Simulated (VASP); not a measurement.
# Ni: single point with LDA

The system is Ni.

```
Ni
1.0
     0.00000    1.77839    1.77839
     1.77839    0.00000    1.77839
     1.77839    1.77839    0.00000
Ni
1
Direct
  0.00000 0.00000 0.00000
```

This cell differs from its parent crystal: volume scaled by 1.12.

| Item | Value |
| --- | --- |
| Program | VASP 6.6.1 |
| Task | single point |
| Functional | LDA |
| Potentials or basis | VASP PAW LDA potentials, release 64 (Ni) |
| Cutoff | 520 eV |
| k mesh | 26 × 26 × 26 |
| Occupations | fermi-dirac, width 0.05 eV |
| Spin | collinear spin, ferromagnetic start |
| Starting moments | [0.607] μB |

```
Pressure                                              : -22.0 GPa
Net moment                                            : 0.59 μB per cell
Site moments                                          : Ni +0.60 μB
Valence electrons inside the program's atomic spheres : Ni 9.26
```

Levels at points of the mesh, in eV from the Fermi level:
Spin up:
```
           k point  band 1  band 2  band 3  band 4  band 5  band 6  band 7  band 8  band 9  band 10
(0.00, 0.00, 0.00)   -8.75   -2.25   -2.25   -2.25   -1.16   -1.16   23.51   27.00   27.00    27.00
(0.50, 0.00, 0.00)   -4.60   -2.25   -2.25   -0.50   -0.50   -0.19    5.49   22.05   23.99    23.99
(0.50, 0.50, 0.00)   -4.40   -3.94   -0.47   -0.36   -0.36    2.44    8.99   14.47   14.47    19.41
```
Spin down:
```csv
k point,band 2,band 3,band 4,band 5,band 6,band 7,band 8,band 9
"(0.00, 0.00, 0.00)",-1.65,-1.65,-1.65,-0.60,-0.60,23.49,27.04,27.04
"(0.50, 0.00, 0.00)",-1.70,-1.70,-0.16,0.14,0.14,5.86,22.02,24.10
"(0.50, 0.50, 0.00)",-3.44,0.11,0.33,0.33,2.48,9.25,14.53,14.53
```

Wall time 74 s on 1 thread of Intel(R) Xeon(R) 6975P-C (Granite Rapids), with other jobs on the host, peak memory 0.22 GiB.
